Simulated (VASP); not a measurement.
# H7C16N in VASP: further runs

Runs on H7C16N. Level: LDA. Tasks: single point.

Program: VASP 6.6.1. These are calculated values, not measurements. Logs are shortened: lines on timing, memory, paths and dates and some standing lists are left out, and cuts for length are marked.

## 1. The cell of the first run

The cell holds a slab with vacuum, 24 atoms: a = 5.049 Å, b = 5.049 Å, c = 16.776 Å, α = 90.00°, β = 90.00°, γ = 60.00°.

## 2. Single point, LDA

Contents of INCAR:

```
  PREC = Accurate
  ENCUT = 520
  EDIFF = 1E-7
  ISMEAR = -1
  SIGMA = 0.02
  LREAL = Auto
  LASPH = T
  NELM = 80
  ALGO = Normal
  ISIF = 2
  LWAVE = F
  LCHARG = T
  LELF = T
  LVHAR = T
  NBANDS = 56
```

Contents of KPOINTS:

```
Automatic mesh
0
Gamma
  3 3 1
```

Contents of POSCAR:

```
H7C16N
1.0
    5.0487420000      0.0000000000      0.0000000000
    2.5243710000      4.3723390000      0.0000000000
    0.0000000000      0.0000000000     16.7764260000
H C N
7 16 1
Direct
    0.1666667848      0.1666666285      0.0596074516
    0.6666667848      0.1666666285      0.0596074516
    0.1666666285      0.6666667429      0.0596074516
    0.6666666285      0.6666667429      0.0596074516
    0.0028760267      0.4947544095      0.3427858234
    0.5048962298      0.5042147921      0.3417558662
    0.4446545238     -0.0081592484      0.3421419437
    0.1666667848      0.1666666285      0.1251756483
    0.6666667848      0.1666666285      0.1251756483
    0.1666666285      0.6666667429      0.1251756483
    0.6666666285      0.6666667429      0.1251756483
   -0.1666666285      0.3333332571      0.1558904739
    0.3333333715      0.3333332571      0.1558904739
   -0.1666667848      0.8333333715      0.1558904739
    0.3333332152      0.8333333715      0.1558904739
   -0.1718170101      0.3408626367      0.2467580997
    0.3324565119      0.3306145749      0.2474412011
   -0.1759600526      0.8275078854      0.2484599521
    0.3379028994      0.8259393885      0.2455408560
   -0.0005484487     -0.0054080894      0.2859461246
    0.4915357131     -0.0036856703      0.2768229657
   -0.0006875929      0.4973838945      0.2765893641
    0.5002746080      0.4978676173      0.2756953120
   -0.0136606093      0.0025780252      0.3634207310
```

Potentials or basis: VASP PAW LDA potentials, release 64 (H, C, N).

Run with:

```console
cat potpaw_LDA.64/H/POTCAR potpaw_LDA.64/C/POTCAR potpaw_LDA.64/N/POTCAR > POTCAR
mpirun -np 1 vasp_std > vasp.out
```

OUTCAR:

```text
PREC = Accurate
   ENCUT = 520
   EDIFF = 1E-7
   ISMEAR = -1
   LREAL = Auto
   LASPH = T
   NELM = 80
   ISIF = 2

 ion  position               nearest neighbor table
   1  0.167  0.167  0.060-   8 1.10
   2  0.667  0.167  0.060-   9 1.10
   3  0.167  0.667  0.060-  10 1.10
   4  0.667  0.667  0.060-  11 1.10
   5  0.003  0.495  0.343-  22 1.11
   6  0.505  0.504  0.342-  23 1.11
   7  0.445  0.992  0.342-  21 1.12
   8  0.167  0.167  0.125-   1 1.10  13 1.55  15 1.55  12 1.55
   9  0.667  0.167  0.125-   2 1.10  12 1.55  14 1.55  13 1.55
  10  0.167  0.667  0.125-   3 1.10  15 1.55  14 1.55  13 1.55
  11  0.667  0.667  0.125-   4 1.10  14 1.55  15 1.55  12 1.55
  12  0.833  0.333  0.156-  16 1.52   9 1.55   8 1.55  11 1.55
  13  0.333  0.333  0.156-  17 1.54   8 1.55   9 1.55  10 1.55
[... 8 lines left out ...]
  22  0.999  0.497  0.277-   5 1.11  16 1.52  18 1.52  17 1.54
  23  0.500  0.498  0.276-   6 1.11  16 1.51  19 1.52  17 1.54
  24  0.986  0.003  0.363-  20 1.30

  LATTYP: Found a hexagonal cell.
 ALAT       =     5.0487421480
 C/A-ratio  =     3.3228922192

  Lattice vectors:

 A1 = (  -2.5243710000,  -4.3723390000,   0.0000000000)
 A2 = (   5.0487420000,   0.0000000000,   0.0000000000)
 A3 = (   0.0000000000,   0.0000000000,  16.7764260000)

Analysis of symmetry for initial positions (statically):
=====================================================================
 Subroutine PRICEL returns:
 Original cell was already a primitive cell.

 Routine SETGRP: Setting up the symmetry group for a
 hexagonal supercell.

 Subroutine GETGRP returns: Found  1 space group operations
 (whereof  1 operations were pure point group operations)
 out of a pool of 24 trial point group operations.

The static configuration has the point symmetry C_1 .

Analysis of symmetry for dynamics (positions and initial velocities):
=====================================================================
 Subroutine PRICEL returns:
 Original cell was already a primitive cell.

 Routine SETGRP: Setting up the symmetry group for a
 hexagonal supercell.

 Subroutine GETGRP returns: Found  1 space group operations
 (whereof  1 operations were pure point group operations)
 out of a pool of 24 trial point group operations.

The dynamic configuration has the point symmetry C_1 .

 Subroutine INISYM returns: Found  1 space group operations
 (whereof  1 operations are pure point group operations),
 and found     1 'primitive' translations

----------------------------------------------------------------------------------------

                                     Primitive cell

  volume of cell :     370.3364

  direct lattice vectors                    reciprocal lattice vectors
     5.048742000  0.000000000  0.000000000     0.198069143 -0.114355268  0.000000000
     2.524371000  4.372339000  0.000000000     0.000000000  0.228710537  0.000000000
     0.000000000  0.000000000 16.776426000     0.000000000  0.000000000  0.059607452

  length of vectors
     5.048742000  5.048742148 16.776426000     0.228710544  0.228710537  0.059607452

  position of ions in fractional coordinates (direct lattice)
     0.166666785  0.166666629  0.059607452
     0.666666785  0.166666629  0.059607452
     0.166666629  0.666666743  0.059607452
     0.666666629  0.666666743  0.059607452
     0.002876027  0.494754409  0.342785823
     0.504896230  0.504214792  0.341755866
[... 16 lines left out ...]
     0.500274608  0.497867617  0.275695312
     0.986339391  0.002578025  0.363420731

  ion indices of the primitive-cell ions
   primitive index   ion index
                 1           1
                 2           2
                 3           3
                 4           4
                 5           5
                 6           6
[... 16 lines left out ...]
                23          23
                24          24

----------------------------------------------------------------------------------------

 KPOINTS: Automatic mesh

Automatic generation of k-mesh.
 Grid dimensions read from file:
 generate k-points for:    3    3    1

 Generating k-lattice:

  Cartesian coordinates                     Fractional coordinates (reciprocal lattice)
     0.066023048 -0.038118423  0.000000000     0.333333333  0.000000000  0.000000000
     0.000000000  0.076236846  0.000000000     0.000000000  0.333333333  0.000000000
     0.000000000  0.000000000  0.059607452     0.000000000  0.000000000  1.000000000

  Length of vectors
     0.076236848  0.076236846  0.059607452

  Shift w.r.t. Gamma in fractional coordinates (k-lattice)
     0.000000000  0.000000000  0.000000000

 Subroutine IBZKPT returns following result:
 ===========================================

 Found      5 irreducible k-points:

 Following reciprocal coordinates:
            Coordinates               Weight
  0.000000  0.000000  0.000000      1.000000
  0.333333  0.000000  0.000000      2.000000
  0.333333  0.333333  0.000000      2.000000
  0.000000  0.333333  0.000000      2.000000
 -0.333333  0.333333  0.000000      2.000000
   k-points           NKPTS =      5   k-points in BZ     NKDIM =      5   number of bands    NBANDS=     56
   number of dos      NEDOS =    301   number of ions     NIONS =     24
   total plane-waves  NPLWV = 201600
   dimension x,y,z NGX =    40 NGY =   40 NGZ =  126
   dimension x,y,z NGXF=    80 NGYF=   80 NGZF=  252
   ions per type =               7  16   1
   NGX,Y,Z   is equivalent  to a cutoff of  13.17, 13.17, 12.49 a.u.
   NGXF,Y,Z  is equivalent  to a cutoff of  26.34, 26.34, 24.97 a.u.
 SYSTEM =  unknown system
   PREC   = accura    normal or accurate (medium, high low for compatibility)
   ISTART =      0    job   : 0-new  1-cont  2-samecut
   ICHARG =      2    charge: 1-file 2-atom 10-const
   ISPIN  =      1    spin polarized calculation?
   LNONCOLLINEAR =      F non collinear calculations
   LSORBIT =      F    spin-orbit coupling
   LASPH  =      T    aspherical Exc in radial PAW
   ENCUT  =  520.0 eV  38.22 Ry    6.18 a.u.   9.39  9.39 31.19*2*pi/ulx,y,z
   NELM   =     80;   NELMIN=  2; NELMDL= -5     # of ELM steps
   EDIFF  = 0.1E-06   stopping-criterion for ELM
   LREAL  =      T    real-space projection
   EDIFFG = 0.1E-05   stopping-criterion for IOM
   NSW    =      0    number of steps for IOM
   IBRION =     -1    ionic relax: 0-MD 1-quasi-New 2-CG
   NFREE  =      0    steps in history (QN), initial steepest desc. (CG)
   ISIF   =      2    stress and relaxation
   ISYM   =      2    0-nonsym 1-usesym 2-fastsym
   POTIM  = 0.5000    time-step for ionic-motion
   TEBEG  =    0.0;   TEEND  =   0.0 temperature during run
   PSTRESS=    0.0 pullay stress
   NELECT =      76.0000    total number of electrons
   NUPDOWN=      -1.0000    fix difference up-down
   EMIN   =  10.00;   EMAX   =-10.00  energy-range for DOS
   EFERMI =   0.00;   METHOD = LEGACY
   ISMEAR =    -1;   SIGMA  =   0.02  broadening in eV -4-tet -1-fermi 0-gaus
   EFERMI_NEDOS =   21; number of points for ismear=-14 and -15
   IALGO  =     38    algorithm
   IMIX   =      4    mixing-type and parameters
     AMIX     =   0.40;   BMIX     =  1.00
     AMIX_MAG =   1.60;   BMIX_MAG =  1.00
  volume/ion in A,a.u.               =      15.43       104.13
  Fermi-wavevector in a.u.,A,eV,Ry     =   0.965637  1.824789 12.686817  0.932455
  Thomas-Fermi vector in A             =   2.095371
   LORBIT       =      0    0 simple, 1 ext, 2 COOP (PROOUT), +10 PAW based schemes
   GGA     = CA    functional components
   LHFCALC =     F    Hartree Fock is set to
   AEXX    =    0.0000 exact exchange contribution
   IVDW    =     0    specifies the selected vdW correction
   LEPSILON=     F    determine dielectric tensor
   LRPA    =     F    only Hartree local field effects (RPA)
 non-spin polarized calculation
  energy-cutoff  :      520.00
  volume of cell :      370.34
 maximum number of plane-waves:      9984
 NGX is ok and might be reduce to    40
   NGX = 19   NGY = 19   NGZ = 63

 number of electron      75.9999998 magnetization

 Free energy of the ion-electron system (eV)
  ---------------------------------------------------
  ext. energy  EPLUGINS =         0.00000000
  ---------------------------------------------------
  free energy    TOTEN  =      -192.11272152 eV

  energy without entropy =     -192.10093387  energy(sigma->0) =     -192.10682769

 E-fermi :  -0.6646     XC(G=0):  -5.1968

 val. band max:       -0.8353239246   @ k =   0.3333   0.0000   0.0000
 cond. band min:      -0.6435038972   @ k =   0.0000   0.3333   0.0000
 fundamental gap:      0.1918200273
 Fermi energy:        -0.6646472315

 k-point     1 :       0.0000    0.0000    0.0000
  band No.  band energies     occupation
      1     -21.2113      2.00000
      2     -18.8691      2.00000
      3     -16.9038      2.00000
      4     -16.0055      2.00000
      5     -15.8560      2.00000
      6     -15.7411      2.00000
[... 42 lines left out ...]
     49       5.5424      0.00000
     50       5.7519      0.00000

 k-point     2 :       0.3333    0.0000    0.0000
  band No.  band energies     occupation
      1     -20.5504      2.00000
      2     -18.7395      2.00000
      3     -18.2312      2.00000
      4     -17.0271      2.00000
      5     -16.6144      2.00000
      6     -16.3368      2.00000
[... 42 lines left out ...]
     49       6.3855      0.00000
     50       6.4943      0.00000

 k-point     3 :       0.3333    0.3333    0.0000
  band No.  band energies     occupation
      1     -20.5512      2.00000
      2     -18.7184      2.00000
      3     -18.2413      2.00000
      4     -17.0330      2.00000
      5     -16.6816      2.00000
      6     -16.2962      2.00000
[... 42 lines left out ...]
     49       6.4063      0.00000
     50       6.5475      0.00000

 k-point     4 :       0.0000    0.3333    0.0000
  band No.  band energies     occupation
      1     -20.5507      2.00000
      2     -18.7327      2.00000
      3     -18.2349      2.00000
      4     -17.0263      2.00000
      5     -16.6424      2.00000
      6     -16.3205      2.00000
[... 42 lines left out ...]
     49       6.3798      0.00000
     50       6.5270      0.00000

 k-point     5 :      -0.3333    0.3333    0.0000
  band No.  band energies     occupation
      1     -19.3737      2.00000
      2     -19.3016      2.00000
      3     -19.1041      2.00000
      4     -17.7619      2.00000
      5     -16.5907      2.00000
      6     -16.4167      2.00000
[... 42 lines left out ...]
     49       6.6434      0.00000
     50       6.6836      0.00000
 [bands above 50 left out]

------------------------ aborting loop because EDIFF is reached ----------------------------------------

  FORCE on cell =-STRESS in cart. coord.  units (eV):
  Direction    XX          YY          ZZ          XY          YZ          ZX
  --------------------------------------------------------------------------------------
  -------------------------------------------------------------------------------------
  Total       -6.4751163     -6.3739531     -2.2019668      0.4197476      0.6345557      2.8646799
  in kB      -28.0131343    -27.5754745     -9.5263143      1.8159435      2.7452625     12.3933935
  external PRESSURE =     -21.7049743 kB  Pullay stress =       0.0000000 kB

 VOLUME and BASIS-vectors are now :
 -----------------------------------------------------------------------------
  energy-cutoff  :      520.00
  volume of cell :      370.34
      direct lattice vectors                 reciprocal lattice vectors
     5.048742000  0.000000000  0.000000000     0.198069143 -0.114355268  0.000000000
     2.524371000  4.372339000  0.000000000     0.000000000  0.228710537  0.000000000
     0.000000000  0.000000000 16.776426000     0.000000000  0.000000000  0.059607452

 POSITION                                       TOTAL-FORCE (eV/Angst)
 -----------------------------------------------------------------------------------
      1.26219      0.72872      1.00000        -0.011312     -0.008829     -0.337103
      3.78656      0.72872      1.00000         0.001422     -0.008106     -0.342552
      2.52437      2.91489      1.00000        -0.043650     -0.006285     -0.340406
      5.04874      2.91489      1.00000        -0.000337     -0.005184     -0.393032
      1.26346      2.16323      5.75072        -0.116921      0.032437      0.026028
      3.82192      2.20460      5.73344        -0.118853     -0.040970      0.059457
[... 16 lines left out ...]
      3.78256      2.17685      4.62518        -0.085685      0.012454      0.032815
      4.98628      0.01127      6.09690         0.344040     -0.121311     -0.196100
 -----------------------------------------------------------------------------------
    total drift:                                0.019074      0.023775     -0.064470

  FREE ENERGIE OF THE ION-ELECTRON SYSTEM (eV)
  ---------------------------------------------------
  free  energy   TOTEN  =      -192.1127215167 eV

  energy  without entropy=     -192.1009338668  energy(sigma->0) =     -192.10682769
```

Wall time 2.3 min (1 thread of Intel Xeon 6975P-C (Granite Rapids), shared host); peak memory 0.38 GiB.

Results:

```
Free energy            : -192.1127 eV
Largest force          : 1.377 eV/Å
Band gap on the k mesh : zero (bands 38 and 39 overlap by 0.17 eV)
```

Forces on the atoms (eV/Å):
```
H   -0.011 -0.009 -0.337
H    0.001 -0.008 -0.343
H   -0.044 -0.006 -0.340
H    0.000 -0.005 -0.393
H   -0.117  0.032  0.026
H   -0.119 -0.041  0.059
H    0.977  0.075 -0.041
C    0.094  0.065  1.282
C   -0.090  0.024  1.374
C   -0.048 -0.095  1.359
C   -0.004  0.032  1.238
C   -0.007 -0.537 -0.802
C   -0.089 -0.136 -0.973
C    0.109  0.246 -0.380
C   -0.623  0.069 -1.198
C   -0.063 -0.023 -0.022
C   -0.058  0.038  0.001
C    0.040  0.031 -0.109
C   -0.012  0.032  0.152
C   -0.199  0.214 -0.343
C    0.063  0.065 -0.038
C   -0.060  0.045 -0.010
C   -0.086  0.012  0.033
N    0.344 -0.121 -0.196
```

Levels at points of the mesh, in eV from the Fermi level:
```tsv
k point	band 35	band 36	band 37	band 38	band 39	band 40	band 41	band 42
(0.00, 0.00, 0.00)	-2.33	-1.26	-1.25	0.19	0.27	2.74	4.56	5.04
```

Caveat: the k points lie up to 0.48 Å⁻¹ apart.

(Continued in part 2 of 2.)
